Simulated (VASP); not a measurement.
Here is a VASP 6.6.1 calculation.

File INCAR:

```
SYSTEM = Sn2PW3
ALGO = Normal
EDIFF = 1E-6
ENCUT = 520
GGA = PE
ISIF = 2
ISMEAR = 0
LASPH = .True.
LCHARG = .True.
LELF = .True.
LREAL = .False.
LVHAR = .True.
LWAVE = .False.
NBANDS = 46
NELM = 60
PREC = Accurate
SIGMA = 0.1
```

The input KPOINTS:

```
k-points
0
Gamma
  12 12 8
  0 0 0
```

File POSCAR:

```
Sn2PW3
1.0
    5.3645341357      0.0000000000      0.0000000000
   -2.6822670678      4.6458228410      0.0000000000
    0.0000000000      0.0000000000      4.9065318142
Sn P W
2 1 3
Direct
    0.3333333333      0.6666666667      0.5000000000
    0.6666666667      0.3333333333      0.5000000000
    0.0000000000      0.0000000000      0.0000000000
    0.5000000000      0.0000000000      0.0000000000
    0.0000000000      0.5000000000      0.0000000000
    0.5000000000      0.5000000000      0.0000000000
```

Potentials or basis: VASP PAW PBE potentials, release 64 (Sn_d, P, W_sv).

The run is started by

```bash
$ cat potpaw_PBE.64/Sn_d/POTCAR potpaw_PBE.64/P/POTCAR potpaw_PBE.64/W_sv/POTCAR > POTCAR
$ mpirun -np 1 vasp_std > vasp.out
```

What does it give for the pressure?

0.2 GPa.

What does it give for the band gap on the k mesh?

Zero (an odd number of electrons rules out a gap without spin polarisation).

Stress tensor (GPa, compression positive):
```
0.22 0.00 0.00
0.00 0.22 0.00
0.00 0.00 0.04
```

Caveat: spin-orbit coupling is left out, which moves the levels of the heavy elements.
